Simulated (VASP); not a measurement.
# ZnGeP2 (I-42d) in VASP: notebook, part 2 of 2

VASP 6.6.1.

## (3) Relaxation of cell and atoms, PBEsol

This run uses another cell than the first one, of 19.71 Å³/atom.

INCAR reads:

```
PREC = Accurate ; ENCUT = 600
EDIFF = 1E-7 ; ISMEAR = 0
SIGMA = 0.03 ; LREAL = False
LASPH = True ; NELM = 80
ALGO = Normal ; ISIF = 3
LWAVE = False ; LCHARG = False
GGA = PS ; IBRION = 2
NSW = 90 ; EDIFFG = -0.005
KPAR = 2
```

KPOINTS reads:

```
regular mesh
0
Gamma
  8 8 8
```

POSCAR reads:

```
ZnGeP2                                  
1.0
   -2.7135106774      2.7135106774      5.3548289180
    2.7135106774     -2.7135106774      5.3548289180
    2.7135106774      2.7135106774     -5.3548289180
  Zn              Ge              P             
     2     2     4
Direct
     0.0000000000000000    0.0000000000000000    0.0000000000000000
     0.7500000000000000    0.2500000000000000    0.5000000000000000
     0.5000000000000000    0.5000000000000000    0.0000000000000000
     0.2500000000000000    0.7500000000000000    0.5000000000000000
     0.3750000000000000    0.3772038256327627    0.5022038256327628
     0.6227961743672372    0.1250000000000000    0.9977961743672372
     0.8750000000000000    0.8727961743672372    0.4977961743672373
     0.1272038256327628    0.6250000000000000    0.0022038256327628
```

Potentials or basis: VASP PAW PBE potentials, release 64 (Zn, Ge_d, P).

The run is started by

```console
cat potpaw_PBE.64/Zn/POTCAR potpaw_PBE.64/Ge_d/POTCAR potpaw_PBE.64/P/POTCAR > POTCAR
mpirun -np 2 vasp_std > vasp.out
```

OUTCAR:

```text
PREC = Accurate
   ENCUT = 600
   EDIFF = 1E-7
   ISMEAR = 0
   LREAL = False
   LASPH = True
   NELM = 80
   ISIF = 3
   GGA = PS
   IBRION = 2
   NSW = 90
   EDIFFG = -0.005

 ion  position               nearest neighbor table
   1  0.000  0.000  0.000-   7 2.35   8 2.35   5 2.35   6 2.35
   2  0.750  0.250  0.500-   6 2.35   5 2.35   8 2.35   7 2.35
   3  0.500  0.500  0.000-   5 2.33   6 2.33   7 2.33   8 2.33
   4  0.250  0.750  0.500-   5 2.33   6 2.33   7 2.33   8 2.33
   5  0.375  0.377  0.502-   3 2.33   4 2.33   2 2.35   1 2.35
   6  0.623  0.125  0.998-   3 2.33   4 2.33   2 2.35   1 2.35
   7  0.875  0.873  0.498-   3 2.33   4 2.33   1 2.35   2 2.35
   8  0.127  0.625  0.002-   3 2.33   4 2.33   1 2.35   2 2.35

  LATTYP: Found a body centered tetragonal cell.
 ALAT       =     5.4270213548
 C/A-ratio  =     1.9733951897

  Lattice vectors:

 A1 = (  -2.7135106774,   2.7135106774,   5.3548289180)
 A2 = (   2.7135106774,  -2.7135106774,   5.3548289180)
 A3 = (   2.7135106774,   2.7135106774,  -5.3548289180)

Analysis of symmetry for initial positions (statically):
=====================================================================
 Subroutine PRICEL returns:
 Original cell was already a primitive cell.

 Routine SETGRP: Setting up the symmetry group for a
 body centered tetragonal supercell.

 Subroutine GETGRP returns: Found  8 space group operations
 (whereof  4 operations were pure point group operations)
 out of a pool of 16 trial point group operations.

The static configuration has the point symmetry S_4 .
 The point group associated with its full space group is D_2d.

Analysis of symmetry for dynamics (positions and initial velocities):
=====================================================================
 Subroutine PRICEL returns:
 Original cell was already a primitive cell.

 Routine SETGRP: Setting up the symmetry group for a
 body centered tetragonal supercell.

 Subroutine GETGRP returns: Found  8 space group operations
 (whereof  4 operations were pure point group operations)
 out of a pool of 16 trial point group operations.

The dynamic configuration has the point symmetry S_4 .
 The point group associated with its full space group is D_2d.

 Subroutine INISYM returns: Found  8 space group operations
 (whereof  4 operations are pure point group operations),
 and found     1 'primitive' translations

----------------------------------------------------------------------------------------

                                     Primitive cell

  volume of cell :     157.7134

  direct lattice vectors                    reciprocal lattice vectors
    -2.713510677  2.713510677  5.354828918     0.000000000  0.184263141  0.093373665
     2.713510677 -2.713510677  5.354828918     0.184263141  0.000000000  0.093373665
     2.713510677  2.713510677 -5.354828918     0.184263141  0.184263141  0.000000000

  length of vectors
     6.587903546  6.587903546  6.587903546     0.206570923  0.206570923  0.260587433

  position of ions in fractional coordinates (direct lattice)
     0.000000000  0.000000000  0.000000000
     0.750000000  0.250000000  0.500000000
     0.500000000  0.500000000  0.000000000
     0.250000000  0.750000000  0.500000000
     0.375000000  0.377203826  0.502203826
[... 66 lines left out ...]
  0.375000  0.125000  0.125000      8.000000
 [... further k-points ...]
   k-points           NKPTS =     59   k-points in BZ     NKDIM =     59   number of bands    NBANDS=     43
   number of dos      NEDOS =    301   number of ions     NIONS =      8
   total plane-waves  NPLWV = 157464
   dimension x,y,z NGX =    54 NGY =   54 NGZ =   54
   dimension x,y,z NGXF=   108 NGYF=  108 NGZF=  108
   ions per type =               2   2   4
   NGX,Y,Z   is equivalent  to a cutoff of  13.63, 13.63, 13.63 a.u.
   NGXF,Y,Z  is equivalent  to a cutoff of  27.25, 27.25, 27.25 a.u.
 SYSTEM =  unknown system
   PREC   = accura    normal or accurate (medium, high low for compatibility)
   ISTART =      0    job   : 0-new  1-cont  2-samecut
   ICHARG =      2    charge: 1-file 2-atom 10-const
   ISPIN  =      1    spin polarized calculation?
   LNONCOLLINEAR =      F non collinear calculations
   LSORBIT =      F    spin-orbit coupling
   LASPH  =      T    aspherical Exc in radial PAW
   ENCUT  =  600.0 eV  44.10 Ry    6.64 a.u.  13.16 13.16 13.16*2*pi/ulx,y,z
   NELM   =     80;   NELMIN=  2; NELMDL= -5     # of ELM steps
   EDIFF  = 0.1E-06   stopping-criterion for ELM
   LREAL  =      F    real-space projection
   EDIFFG = -.5E-02   stopping-criterion for IOM
   NSW    =     90    number of steps for IOM
   IBRION =      2    ionic relax: 0-MD 1-quasi-New 2-CG
   NFREE  =      1    steps in history (QN), initial steepest desc. (CG)
   ISIF   =      3    stress and relaxation
   ISYM   =      2    0-nonsym 1-usesym 2-fastsym
   POTIM  = 0.5000    time-step for ionic-motion
   TEBEG  =    0.0;   TEEND  =   0.0 temperature during run
   PSTRESS=    0.0 pullay stress
   NELECT =      72.0000    total number of electrons
   NUPDOWN=      -1.0000    fix difference up-down
   EMIN   =  10.00;   EMAX   =-10.00  energy-range for DOS
   EFERMI =   0.00;   METHOD = LEGACY
   ISMEAR =     0;   SIGMA  =   0.03  broadening in eV -4-tet -1-fermi 0-gaus
   EFERMI_NEDOS =   21; number of points for ismear=-14 and -15
   IALGO  =     38    algorithm
   IMIX   =      4    mixing-type and parameters
     AMIX     =   0.40;   BMIX     =  1.00
     AMIX_MAG =   1.60;   BMIX_MAG =  1.00
  volume/ion in A,a.u.               =      19.71       133.04
  Fermi-wavevector in a.u.,A,eV,Ry     =   1.260558  2.382109 21.619740  1.589006
  Thomas-Fermi vector in A             =   2.394061
   LORBIT       =      0    0 simple, 1 ext, 2 COOP (PROOUT), +10 PAW based schemes
   GGA     = PS    functional components
   LHFCALC =     F    Hartree Fock is set to
   AEXX    =    0.0000 exact exchange contribution
   IVDW    =     0    specifies the selected vdW correction
   LEPSILON=     F    determine dielectric tensor
   LRPA    =     F    only Hartree local field effects (RPA)
 conjugate gradient relaxation of ions
 non-spin polarized calculation
 Gauss-broadening in eV      SIGMA  =   0.03
  energy-cutoff  :      600.00
  volume of cell :      157.71
 maximum number of plane-waves:      5292
 NGX is ok and might be reduce to    54
   NGX = 27   NGY = 27   NGZ = 27

 number of electron      72.0000023 magnetization

 Free energy of the ion-electron system (eV)
  ---------------------------------------------------
  ext. energy  EPLUGINS =         0.00000000
  ---------------------------------------------------
  free energy    TOTEN  =       -37.75952153 eV

  energy without entropy =      -37.75952153  energy(sigma->0) =      -37.75952153

 E-fermi :   4.5955     XC(G=0): -10.0977

 val. band max:        4.3981943395   @ k =   0.0000   0.0000   0.0000
 cond. band min:       5.5335145476   @ k =   0.5000   0.5000   0.5000
 fundamental gap:      1.1353202081
 Fermi energy:         4.5954861101

 k-point     1 :       0.0000    0.0000    0.0000
  band No.  band energies     occupation
      1     -20.4129      2.00000
      2     -20.4115      2.00000
      3     -20.4115      2.00000
      4     -20.4065      2.00000
      5     -20.4005      2.00000
      6     -20.4005      2.00000
[... 1093 lines left out ...]
     42       8.4086      0.00000
     43       8.4563      0.00000

 [... further k-points ...]

------------------------ aborting loop because EDIFF is reached ----------------------------------------

  FORCE on cell =-STRESS in cart. coord.  units (eV):
  Direction    XX          YY          ZZ          XY          YZ          ZX
  --------------------------------------------------------------------------------------
  -------------------------------------------------------------------------------------
  Total       -0.0179563     -0.0179563     -0.0127739      0.0000000     -0.0000000      0.0000000
  in kB       -0.1824143     -0.1824143     -0.1297678      0.0000000     -0.0000000      0.0000000
  external PRESSURE =      -0.1648655 kB  Pullay stress =       0.0000000 kB

 VOLUME and BASIS-vectors are now :
 -----------------------------------------------------------------------------
  energy-cutoff  :      600.00
  volume of cell :      157.71
      direct lattice vectors                 reciprocal lattice vectors
    -2.713510677  2.713510677  5.354828918     0.000000000  0.184263141  0.093373665
     2.713510677 -2.713510677  5.354828918     0.184263141  0.000000000  0.093373665
     2.713510677  2.713510677 -5.354828918     0.184263141  0.184263141  0.000000000

 POSITION                                       TOTAL-FORCE (eV/Angst)
 -----------------------------------------------------------------------------------
      0.00000      0.00000      0.00000        -0.000000      0.000000      0.000000
      0.00000      2.71351      2.67741        -0.000000      0.000000     -0.000000
      0.00000      0.00000      5.35483        -0.000000      0.000000     -0.000000
      2.71351      0.00000      2.67741        -0.000000      0.000000     -0.000000
      1.36872      1.35676      1.33871        -0.003273      0.000000     -0.000000
      1.35676      4.05831     -1.33871        -0.000000      0.003273      0.000000
      1.34480      1.35676      6.69354         0.003273      0.000000      0.000000
      1.35676     -1.34480      4.01612        -0.000000     -0.003273     -0.000000
 -----------------------------------------------------------------------------------
    total drift:                                0.000013      0.000013      0.000011

  FREE ENERGIE OF THE ION-ELECTRON SYSTEM (eV)
  ---------------------------------------------------
  free  energy   TOTEN  =       -37.7595215305 eV

  energy  without entropy=      -37.7595215305  energy(sigma->0) =      -37.75952153

 reached required accuracy - stopping structural energy minimisation
```

Run time: 5.4 min. Hardware: 2 MPI ranks of Intel Xeon Platinum 8375C at 2.90GHz (Ice Lake), shared host; peak memory 0.68 GiB.

Results:

* Free energy: -37.7595 eV
* Pressure after relaxing: 0.0 GPa
* Largest force after relaxing: 0.003 eV/Å
* Band gap on the k mesh: 1.14 eV (least direct gap 1.25 eV)

Forces in eV/Å, atoms in the order of the input:
```
Zn   0.000  0.000  0.000
Zn   0.000  0.000  0.000
Ge   0.000  0.000  0.000
Ge   0.000  0.000  0.000
P   -0.003  0.000  0.000
P    0.000  0.003  0.000
P    0.003  0.000  0.000
P    0.000 -0.003  0.000
```

Final structure:
```yaml
crystal:
  lattice:
    - [-2.71351, 2.71351, 5.35483]
    - [2.71351, -2.71351, 5.35483]
    - [2.71351, 2.71351, -5.35483]
  atoms:
    - { symbol: Zn, position: [0.00000, 0.00000, 0.00000] }
    - { symbol: Zn, position: [0.75000, 0.25000, 0.50000] }
    - { symbol: Ge, position: [0.50000, 0.50000, 0.00000] }
    - { symbol: Ge, position: [0.25000, 0.75000, 0.50000] }
    - { symbol: P, position: [0.37500, 0.37720, 0.50220] }
    - { symbol: P, position: [0.62280, 0.12500, 0.99780] }
    - { symbol: P, position: [0.87500, 0.87280, 0.49780] }
    - { symbol: P, position: [0.12720, 0.62500, 0.00220] }
```

Caveat: the relaxation stopped at its first step, so nothing moved; the PAW data sets were made with another functional, which shifts forces and pressure a little.
